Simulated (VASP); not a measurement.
Here is a VASP 6.6.1 calculation.

File INCAR:

```
ALGO = Normal
EDIFF = 1E-6
ENCUT = 520
GGA = PE
ISIF = 2
ISMEAR = -1
LASPH = True
LCHARG = False
LREAL = False
LWAVE = False
NBANDS = 18
NELM = 80
PREC = Accurate
SIGMA = 0.08
```

File KPOINTS:

```
k-points
0
Gamma
  13 9 1
```

Contents of POSCAR:

```
Al
1.0
    2.8574853682      0.0000000000      0.0000000000
    0.0000000000      4.0410945620      0.0000000000
    0.0000000000      0.0000000000     23.1437000000
Al
6
Direct
    0.2500000000      0.2500000000      0.3515890114
    0.7500000000      0.7500000000      0.4064851375
    0.2500000000      0.2500000000      0.4711659389
    0.7500000000      0.7500000000      0.5288340590
    0.2500000000      0.2500000000      0.5935148630
    0.7500000000      0.7500000000      0.6484109903
```

Potentials or basis: VASP PAW PBE potentials, release 64 (Al).

Command:

```console
$ cat potpaw_PBE.64/Al/POTCAR > POTCAR
$ mpirun -np 1 vasp_std > vasp.out
```

(1) Estimate the band gap on the k mesh.

Answers

(1) zero (bands 9 and 10 overlap by 2.35 eV).
